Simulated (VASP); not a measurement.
# LiSi16 (a cell with a defect) in VASP: notebook

LiSi16 (a cell with a defect) is run at these levels: PBE; tasks: single point.

Everything below comes from runs of VASP 6.6.1. Logs are shortened: lines on timing, memory, paths and dates and some standing lists are left out, and cuts for length are marked.

### 1 The cell of the first run

The cell holds a defect, 17 atoms: a = 7.679 Å, b = 7.679 Å, c = 7.679 Å, α = 60.00°, β = 60.00°, γ = 60.00°.

### 2 Single point, PBE

The input, INCAR:

```
SYSTEM = LiSi16
  ALGO = Normal
  EDIFF = 1E-6
  ENCUT = 520
  GGA = PE
  ISIF = 2
  ISMEAR = 0
  LASPH = .True.
  LCHARG = .True.
  LELF = .True.
  LREAL = Auto
  LVHAR = .True.
  LWAVE = .False.
  NBANDS = 48
  NELECT = 66.0
  NELM = 80
  PREC = Accurate
  SIGMA = 0.02
```

The input, KPOINTS:

```
k-points
0
Gamma
  2 2 2
  0 0 0
```

The input, POSCAR:

```
LiSi16
1.0
    0.0000000000      5.4300000000      5.4300000000
    5.4300000000      0.0000000000      5.4300000000
    5.4300000000      5.4300000000      0.0000000000
Si Li
16 1
Direct
   -0.0091882136     -0.0089581952      0.0185202578
    0.1251281768      0.1253576427      0.1236970534
    0.0049686924      0.0051985267      0.4989780847
    0.1145918969      0.1148226519      0.6471953959
    0.0055407919      0.4987906998     -0.0117093002
    0.1251271639      0.6172406077      0.1236877532
    0.0049640884      0.4822808471      0.4989767956
    0.1385885820      0.6189395948      0.6149497238
    0.4985612339      0.0057708103     -0.0117096685
    0.6170104052      0.1253566298      0.1236884899
    0.4820500000      0.0051938306      0.4989778085
    0.6187093923      0.1388191529      0.6149495396
    0.4985604972      0.4987897790     -0.0117026703
    0.6326766114      0.6329064457      0.0929246777
    0.5085794659      0.5088100368      0.4652190608
    0.6187092081      0.6189390424      0.6149545120
    0.8291147330      0.8293456722      0.5036197053
```

Potentials or basis: VASP PAW PBE potentials, release 64 (Si, Li_sv).

Command:

```bash
$ cat potpaw_PBE.64/Si/POTCAR potpaw_PBE.64/Li_sv/POTCAR > POTCAR
$ mpirun -np 1 vasp_std > vasp.out
```

OUTCAR:

```text
SYSTEM = LiSi16
   EDIFF = 1E-6
   ENCUT = 520
   GGA = PE
   ISIF = 2
   ISMEAR = 0
   LASPH = .True.
   LREAL = Auto
   NELECT = 66.0
   NELM = 80
   PREC = Accurate

 ion  position               nearest neighbor table
   1  0.991  0.991  0.019-   4 2.33   6 2.35  10 2.35   2 2.35
   2  0.125  0.125  0.124-   5 2.34   9 2.34   1 2.35   3 2.35
   3  0.005  0.005  0.499-   4 2.31  17 2.32   2 2.35   8 2.42  12 2.42
   4  0.115  0.115  0.647-  11 2.31   7 2.31   3 2.31   1 2.33
   5  0.006  0.499  0.988-  14 2.34   8 2.34   6 2.34   2 2.34
   6  0.125  0.617  0.124-  13 2.34   5 2.34   1 2.35   7 2.35
   7  0.005  0.482  0.499-   4 2.31  17 2.32   6 2.35  16 2.42   8 2.42
   8  0.139  0.619  0.615-  15 2.33   5 2.34  17 2.41   7 2.42   3 2.42
   9  0.499  0.006  0.988-  14 2.34  12 2.34  10 2.34   2 2.34
  10  0.617  0.125  0.124-  13 2.34   9 2.34   1 2.35  11 2.35
  11  0.482  0.005  0.499-   4 2.31  17 2.32  10 2.35  16 2.42  12 2.42
  12  0.619  0.139  0.615-  15 2.33   9 2.34  17 2.41  11 2.42   3 2.42
  13  0.499  0.499  0.988-  14 2.34  16 2.34  10 2.34   6 2.34
  14  0.633  0.633  0.093-  15 2.33  13 2.34   5 2.34   9 2.34
  15  0.509  0.509  0.465-  12 2.33   8 2.33  16 2.33  14 2.33
  16  0.619  0.619  0.615-  15 2.33  13 2.34  17 2.41  11 2.42   7 2.42
  17  0.829  0.829  0.504-  11 2.32   3 2.32   7 2.32  12 2.41   8 2.41  16 2.41

  LATTYP: Found a face centered cubic cell.
 ALAT       =    10.8600000000

  Lattice vectors:

 A1 = (   0.0000000000,   5.4300000000,   5.4300000000)
 A2 = (   5.4300000000,   0.0000000000,   5.4300000000)
 A3 = (   5.4300000000,   5.4300000000,   0.0000000000)

Analysis of symmetry for initial positions (statically):
=====================================================================
 Subroutine PRICEL returns:
 Original cell was already a primitive cell.

 Routine SETGRP: Setting up the symmetry group for a
 face centered cubic supercell.

 Subroutine GETGRP returns: Found  2 space group operations
 (whereof  1 operations were pure point group operations)
 out of a pool of 48 trial point group operations.

The static configuration has the point symmetry C_1 .
 The point group associated with its full space group is C_1h.

Analysis of symmetry for dynamics (positions and initial velocities):
=====================================================================
 Subroutine PRICEL returns:
 Original cell was already a primitive cell.

 Routine SETGRP: Setting up the symmetry group for a
 face centered cubic supercell.

 Subroutine GETGRP returns: Found  2 space group operations
 (whereof  1 operations were pure point group operations)
 out of a pool of 48 trial point group operations.

The dynamic configuration has the point symmetry C_1 .
 The point group associated with its full space group is C_1h.

 Subroutine INISYM returns: Found  2 space group operations
 (whereof  1 operations are pure point group operations),
 and found     1 'primitive' translations

----------------------------------------------------------------------------------------

                                     Primitive cell

  volume of cell :     320.2060

  direct lattice vectors                    reciprocal lattice vectors
     0.000000000  5.430000000  5.430000000    -0.092081031  0.092081031  0.092081031
     5.430000000  0.000000000  5.430000000     0.092081031 -0.092081031  0.092081031
     5.430000000  5.430000000  0.000000000     0.092081031  0.092081031 -0.092081031

  length of vectors
     7.679179644  7.679179644  7.679179644     0.159489025  0.159489025  0.159489025

  position of ions in fractional coordinates (direct lattice)
     0.990811786  0.991041805  0.018520258
     0.125128177  0.125357643  0.123697053
     0.004968692  0.005198527  0.498978085
     0.114591897  0.114822652  0.647195396
     0.005540792  0.498790700  0.988290700
     0.125127164  0.617240608  0.123687753
[... 9 lines left out ...]
     0.618709208  0.618939042  0.614954512
     0.829114733  0.829345672  0.503619705

  ion indices of the primitive-cell ions
   primitive index   ion index
                 1           1
                 2           2
                 3           3
                 4           4
                 5           5
                 6           6
[... 9 lines left out ...]
                16          16
                17          17

----------------------------------------------------------------------------------------

 KPOINTS: k-points

Automatic generation of k-mesh.
 Grid dimensions read from file:
 generate k-points for:    2    2    2

 Generating k-lattice:

  Cartesian coordinates                     Fractional coordinates (reciprocal lattice)
    -0.046040516  0.046040516  0.046040516     0.500000000  0.000000000  0.000000000
     0.046040516 -0.046040516  0.046040516     0.000000000  0.500000000  0.000000000
     0.046040516  0.046040516 -0.046040516     0.000000000  0.000000000  0.500000000

  Length of vectors
[... 39 lines left out ...]
   NSW    =      0    number of steps for IOM
   IBRION =     -1    ionic relax: 0-MD 1-quasi-New 2-CG
   NFREE  =      0    steps in history (QN), initial steepest desc. (CG)
   ISIF   =      2    stress and relaxation
   ISYM   =      2    0-nonsym 1-usesym 2-fastsym
   POTIM  = 0.5000    time-step for ionic-motion
   TEBEG  =    0.0;   TEEND  =   0.0 temperature during run
   PSTRESS=    0.0 pullay stress
   NELECT =      66.0000    total number of electrons
   NUPDOWN=      -1.0000    fix difference up-down
   EMIN   =  10.00;   EMAX   =-10.00  energy-range for DOS
   EFERMI =   0.00;   METHOD = LEGACY
   ISMEAR =     0;   SIGMA  =   0.02  broadening in eV -4-tet -1-fermi 0-gaus
   EFERMI_NEDOS =   21; number of points for ismear=-14 and -15
   IALGO  =     38    algorithm
   IMIX   =      4    mixing-type and parameters
     AMIX     =   0.40;   BMIX     =  1.00
     AMIX_MAG =   1.60;   BMIX_MAG =  1.00
  volume/ion in A,a.u.               =      18.84       127.11
  Fermi-wavevector in a.u.,A,eV,Ry     =   0.967044  1.827449 12.723821  0.935174
  Thomas-Fermi vector in A             =   2.096897
   LORBIT       =      0    0 simple, 1 ext, 2 COOP (PROOUT), +10 PAW based schemes
   GGA     = PE    functional components
   LHFCALC =     F    Hartree Fock is set to
   AEXX    =    0.0000 exact exchange contribution
   IVDW    =     0    specifies the selected vdW correction
   LEPSILON=     F    determine dielectric tensor
   LRPA    =     F    only Hartree local field effects (RPA)
 non-spin polarized calculation
 Gauss-broadening in eV      SIGMA  =   0.02
  energy-cutoff  :      520.00
  volume of cell :      320.21
 maximum number of plane-waves:      8646
 NGX is ok and might be reduce to    60
   NGX = 29   NGY = 29   NGZ = 29

 number of electron      66.0000001 magnetization

 Free energy of the ion-electron system (eV)
  ---------------------------------------------------
  ext. energy  EPLUGINS =         0.00000000
  ---------------------------------------------------
  free energy    TOTEN  =       -93.02712471 eV

  energy without entropy =      -93.02712471  energy(sigma->0) =      -93.02712471

 E-fermi :   6.1884     XC(G=0):  -9.4420

 val. band max:        6.0536100534   @ k =   0.0000   0.0000   0.0000
 cond. band min:       6.3911092241   @ k =   0.0000   0.0000   0.0000
 fundamental gap:      0.3374991708
 Fermi energy:         6.1884082289

 k-point     1 :       0.0000    0.0000    0.0000
  band No.  band energies     occupation
      1     -40.2439      2.00000
      2      -5.9097      2.00000
      3      -3.6720      2.00000
      4      -3.6055      2.00000
      5      -3.6055      2.00000
      6      -3.5640      2.00000
[... 37 lines left out ...]
     44       8.2835      0.00000
     45       8.2836      0.00000

 k-point     2 :       0.5000    0.0000    0.0000
  band No.  band energies     occupation
      1     -40.2439      2.00000
      2      -5.1656      2.00000
      3      -5.0805      2.00000
      4      -3.3293      2.00000
      5      -3.3140      2.00000
      6      -3.2300      2.00000
[... 184 lines left out ...]
 k-point     6 :       0.0000    0.5000    0.5000
  band No.  band energies     occupation
      1     -40.2439      2.00000
      2      -4.8900      2.00000
      3      -4.7972      2.00000
      4      -3.9356      2.00000
      5      -3.9030      2.00000
      6      -3.8899      2.00000
[... 37 lines left out ...]
     44      10.2778      0.00000
     45      10.3321      0.00000
 [bands above 45 left out]

------------------------ aborting loop because EDIFF is reached ----------------------------------------

  FORCE on cell =-STRESS in cart. coord.  units (eV):
  Direction    XX          YY          ZZ          XY          YZ          ZX
  --------------------------------------------------------------------------------------
  -------------------------------------------------------------------------------------
  Total       -0.4189306     -0.4189306     -0.4214523     -0.8747588      0.8751541      0.8751541
  in kB       -2.0961540     -2.0961540     -2.1087714     -4.3769282      4.3789062      4.3789061
  external PRESSURE =      -2.1003598 kB  Pullay stress =       0.0000000 kB

 VOLUME and BASIS-vectors are now :
 -----------------------------------------------------------------------------
  energy-cutoff  :      520.00
  volume of cell :      320.21
      direct lattice vectors                 reciprocal lattice vectors
     0.000000000  5.430000000  5.430000000    -0.092081031  0.092081031  0.092081031
     5.430000000  0.000000000  5.430000000     0.092081031 -0.092081031  0.092081031
     5.430000000  5.430000000  0.000000000     0.092081031  0.092081031 -0.092081031

 POSITION                                       TOTAL-FORCE (eV/Angst)
 -----------------------------------------------------------------------------------
      5.48192      5.48067     10.76147        -0.003242     -0.003242      0.002313
      1.35237      1.35112      1.36014         0.027135      0.027135     -0.013180
      2.73768      2.73643      0.05521         0.029840      0.029840     -0.023495
      4.13776      4.13650      1.24572         0.027887      0.027887     -0.030375
      8.07485      5.39650      2.73852         0.022327      0.018074     -0.021477
      4.02324      1.35106      4.03106         0.011664      0.021979     -0.024790
[... 9 lines left out ...]
      6.70004      6.69879      6.72043         0.030703      0.030703     -0.003196
      7.23800      7.23675      9.00544        -0.343939     -0.343939      0.345751
 -----------------------------------------------------------------------------------
    total drift:                                0.003540     -0.000486      0.001393

  FREE ENERGIE OF THE ION-ELECTRON SYSTEM (eV)
  ---------------------------------------------------
  free  energy   TOTEN  =       -93.0271247067 eV

  energy  without entropy=      -93.0271247067  energy(sigma->0) =      -93.02712471
```

Run time: 2 min. Hardware: 1 thread of Intel Xeon 6975P-C (Granite Rapids), shared host; peak memory 0.46 GiB.

Results:

- Free energy: -93.0271 eV
- Largest force: 0.597 eV/Å

Forces in eV/Å, atoms in the order of the input:
```
Si  -0.003 -0.003  0.002
Si   0.027  0.027 -0.013
Si   0.030  0.030 -0.023
Si   0.028  0.028 -0.030
Si   0.022  0.018 -0.021
Si   0.012  0.022 -0.025
Si   0.023  0.030 -0.030
Si   0.031  0.003 -0.029
Si   0.018  0.022 -0.021
Si   0.022  0.012 -0.025
Si   0.030  0.023 -0.030
Si   0.003  0.031 -0.029
Si   0.021  0.021 -0.019
Si   0.028  0.028 -0.028
Si   0.022  0.022 -0.020
Si   0.031  0.031 -0.003
Li  -0.344 -0.344  0.346
```

Levels at points of the mesh, in eV from the Fermi level:
| k point | band 29 | band 30 | band 31 | band 32 | band 33 | band 34 | band 35 | band 36 | band 37 | band 38 |
| --- | --- | --- | --- | --- | --- | --- | --- | --- | --- | --- |
| (0.00, 0.00, 0.00) | -1.32 | -1.19 | -0.20 | -0.13 | -0.13 | 0.20 | 0.49 | 0.49 | 0.59 | 0.59 |
| (0.50, 0.00, 0.00) | -2.25 | -0.98 | -0.96 | -0.92 | -0.87 | 0.96 | 1.13 | 1.33 | 1.34 | 1.42 |
| (0.00, 0.00, 0.50) | -2.15 | -0.95 | -0.95 | -0.86 | -0.86 | 1.12 | 1.12 | 1.15 | 1.57 | 1.57 |
| (0.50, 0.50, 0.50) | -2.25 | -0.98 | -0.96 | -0.92 | -0.87 | 0.96 | 1.13 | 1.33 | 1.34 | 1.42 |
| (0.50, 0.50, 0.00) | -1.98 | -1.56 | -1.54 | -1.46 | -1.41 | 0.84 | 0.98 | 2.04 | 2.14 | 2.27 |
| (0.00, 0.50, 0.50) | -1.98 | -1.56 | -1.54 | -1.46 | -1.41 | 0.84 | 0.98 | 2.04 | 2.14 | 2.27 |

Caveat: the k points lie up to 0.50 Å⁻¹ apart; the cell carries a net charge on a neutralising background, which shifts energy and pressure; the cell is charged against a uniform background, so pressure and absolute levels hang on convention; the cutoff is under 1.25 times the usual one of these potentials, so pressure, stress and relaxed cells hold a basis-set (Pulay) error.

### 3 Single point, PBE

The input, INCAR:

```
ALGO = Normal
EDIFF = 1E-6
ENCUT = 520
GGA = PE
ISIF = 2
ISMEAR = 0
LASPH = True
LCHARG = False
LREAL = Auto
LWAVE = False
NBANDS = 48
NELECT = 66.0
NELM = 80
PREC = Accurate
SIGMA = 0.02
```

The input, KPOINTS:

```
k-points
0
Gamma
  2 2 2
```

The input, POSCAR:

```
LiSi16
1.0
    0.0000000000      5.4300000000      5.4300000000
    5.4300000000      0.0000000000      5.4300000000
    5.4300000000      5.4300000000      0.0000000000
Si Li
16 1
Direct
   -0.0090393186     -0.0088374770      0.0165162983
    0.1246014733      0.1248031308      0.1243955801
    0.0032616022      0.0034636280      0.5009557090
    0.1145266114      0.1147297422      0.6458358195
    0.0034935543      0.4985058932     -0.0107066298
    0.1246001842      0.6160106814      0.1243850829
    0.0032572744      0.4821325967      0.5009526703
    0.1349084715      0.6194607735      0.6159773481
    0.4983043278      0.0036954880     -0.0107067219
    0.6158084715      0.1248016575      0.1243860037
    0.4819295580      0.0034590239      0.5009538674
    0.6192584715      0.1351109576      0.6159774401
    0.4983042357      0.4985055249     -0.0107009208
    0.6309162063      0.6311180479      0.0966482505
    0.5067161142      0.5069185083      0.4692496317
    0.6192561694      0.6194580110      0.6159806630
    0.8456152855      0.8458184162      0.4525607735
```

Potentials or basis: VASP PAW PBE potentials, release 64 (Si, Li_sv).

Command:

```bash
$ cat potpaw_PBE.64/Si/POTCAR potpaw_PBE.64/Li_sv/POTCAR > POTCAR
$ mpirun -np 1 vasp_std > vasp.out
```

Wall time 2 min (1 thread of Intel Xeon 6975P-C (Granite Rapids), shared host); peak memory 0.46 GiB.

Results (log left out):

| Item | Value |
| --- | --- |
| Free energy | -93.2634 eV |
| Largest force | 0.723 eV/Å |

Forces in eV/Å, atoms in the order of the input:
```
Si  -0.020 -0.020  0.020
Si   0.031  0.031 -0.009
Si   0.029  0.029 -0.047
Si   0.021  0.021 -0.023
Si   0.032  0.017 -0.032
Si   0.011  0.027 -0.028
Si   0.047  0.028 -0.027
Si   0.043 -0.019 -0.043
Si   0.017  0.032 -0.032
Si   0.027  0.011 -0.028
Si   0.028  0.047 -0.027
Si  -0.019  0.043 -0.043
Si   0.032  0.032 -0.019
Si   0.048  0.048 -0.050
Si   0.048  0.048 -0.050
Si   0.042  0.042  0.019
Li  -0.417 -0.417  0.419
```

Levels at points of the mesh, in eV from the Fermi level:
```csv
k point,band 30,band 31,band 32,band 33,band 34,band 35,band 36,band 37
"(0.00, 0.00, 0.00)",-1.23,-0.21,-0.16,-0.16,0.32,0.48,0.48,0.56
"(0.50, 0.00, 0.00)",-1.00,-0.98,-0.92,-0.89,0.99,1.15,1.30,1.34
"(0.00, 0.00, 0.50)",-0.97,-0.97,-0.89,-0.89,1.09,1.11,1.11,1.53
"(0.50, 0.50, 0.50)",-1.00,-0.98,-0.92,-0.89,0.99,1.15,1.30,1.34
"(0.50, 0.50, 0.00)",-1.56,-1.55,-1.48,-1.43,0.87,0.96,2.01,2.11
"(0.00, 0.50, 0.50)",-1.56,-1.55,-1.48,-1.43,0.87,0.96,2.01,2.11
```

Caveat: the k points lie up to 0.50 Å⁻¹ apart; the cell carries a net charge on a neutralising background, which shifts energy and pressure; the cell is charged against a uniform background, so pressure and absolute levels hang on convention; the cutoff is under 1.25 times the usual one of these potentials, so pressure, stress and relaxed cells hold a basis-set (Pulay) error.

### 4 Single point, PBE

The input, INCAR:

```
PREC = Accurate ; ENCUT = 520
EDIFF = 1E-6 ; ISMEAR = 0
SIGMA = 0.02 ; LREAL = Auto
LASPH = True ; NELM = 100
ALGO = Normal ; ISIF = 2
LWAVE = False ; LCHARG = True
GGA = PE ; LELF = True
LVHAR = True ; NELECT = 66.0
NBANDS = 48
```

The input, KPOINTS:

```
Automatic mesh
0
Gamma
  2 2 2
```

The input, POSCAR:

```
LiSi16
1.0
    0.0000000000      5.4300000000      5.4300000000
    5.4300000000      0.0000000000      5.4300000000
    5.4300000000      5.4300000000      0.0000000000
Si Li
16 1
Direct
   -0.0065081952     -0.0063347145      0.0073676796
    0.1240523941      0.1242262431      0.1237065378
    0.0009448435      0.0011186924      0.5015428177
    0.1165230203      0.1166983425      0.6382898711
   -0.0000354512      0.4981739411     -0.0081290055
    0.1240499079      0.6162136280      0.1236946593
    0.0009410681      0.4845946593      0.5015377532
    0.1300805709      0.6199238490      0.6182711786
    0.4980001842      0.0001383057     -0.0081287293
    0.6160395028      0.1242236648      0.1236953039
    0.4844193370      0.0011149171      0.5015390424
    0.6197494475      0.1302549724      0.6182713628
    0.4980009208      0.4981742173     -0.0081239411
    0.6274772560      0.6276511050      0.1054076427
    0.5032653775      0.5034397790      0.4780403315
    0.6197433702      0.6199172192      0.6182720994
    0.8610010129      0.8611763352      0.4048498158
```

Command:

```bash
$ cat potpaw_PBE.64/Si/POTCAR potpaw_PBE.64/Li_sv/POTCAR > POTCAR
$ mpirun -np 1 vasp_std > vasp.out
```

It took 2.2 min on 1 thread of Intel Xeon 6975P-C (Granite Rapids), shared host; peak memory 0.46 GiB.

It converged, with:

```
Free energy   : -93.4565 eV
Largest force : 0.351 eV/Å
```

Forces on the atoms (eV/Å):
```
Si  -0.049 -0.049  0.049
Si   0.004  0.004 -0.001
Si   0.003  0.003 -0.040
Si  -0.012 -0.012  0.011
Si   0.028  0.013 -0.029
Si   0.002  0.003 -0.004
Si   0.038  0.003 -0.005
Si   0.030 -0.013 -0.030
Si   0.013  0.028 -0.029
Si   0.003  0.002 -0.004
Si   0.003  0.038 -0.005
Si  -0.013  0.030 -0.030
Si   0.028  0.028 -0.015
Si   0.045  0.045 -0.044
Si   0.045  0.045 -0.045
Si   0.031  0.031  0.015
Li  -0.201 -0.201  0.206
```

Levels at points of the mesh, in eV from the Fermi level:
```tsv
k point	band 30	band 31	band 32	band 33	band 34	band 35	band 36	band 37
(0.00, 0.00, 0.00)	-1.20	-0.12	-0.09	-0.09	0.51	0.55	0.55	0.62
(0.50, 0.00, 0.00)	-0.93	-0.91	-0.83	-0.82	1.07	1.30	1.34	1.44
(0.00, 0.00, 0.50)	-0.90	-0.90	-0.82	-0.82	1.14	1.23	1.23	1.54
(0.50, 0.50, 0.50)	-0.93	-0.91	-0.83	-0.82	1.07	1.30	1.34	1.44
(0.50, 0.50, 0.00)	-1.47	-1.47	-1.41	-1.36	0.96	1.04	2.08	2.20
(0.00, 0.50, 0.50)	-1.47	-1.47	-1.41	-1.36	0.96	1.04	2.08	2.20
```

Caveat: the k points lie up to 0.50 Å⁻¹ apart; the cell carries a net charge on a neutralising background, which shifts energy and pressure; the cell is charged against a uniform background, so pressure and absolute levels hang on convention; the cutoff is under 1.25 times the usual one of these potentials, so pressure, stress and relaxed cells hold a basis-set (Pulay) error.
